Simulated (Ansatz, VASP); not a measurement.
**Two plane-wave programs on Al**

```
Al
1.0
    -1.55649    1.55649    1.80740
     1.55649   -1.55649    1.80740
     1.55649    1.55649   -1.80740
Al
1
Direct
  0.00000 0.00000 0.00000
```

Alike in both runs: task single point; functional LDA; k mesh 22 × 22 × 22; occupations gaussian, width 0.15 eV; no spin polarisation.

```csv
,VASP,Ansatz
version,VASP 6.6.1,Ansatz 0.2.0
potentials or method,"VASP PAW LDA potentials, release 64 (Al), cutoff 520 eV","scalar-relativistic, plane waves, PAW"
valence electrons in the cell,3,3
```

VASP gave:

- gap on the k mesh at the Fermi level (eV): none
- pressure (GPa): -5.3
- traceless stress, the component that is largest in VASP (GPa): 4.07

Question: Estimate Ansatz's values.

Answer: gap on the k mesh at the Fermi level (eV): none; pressure (GPa): -5.4; traceless stress, the component that is largest in VASP (GPa): 4.05.

LDA's correlation is that of Perdew and Zunger in VASP and of Perdew and Wang (1992) in Ansatz. A gap of «none» marks a metal or a gap that the smearing closes.
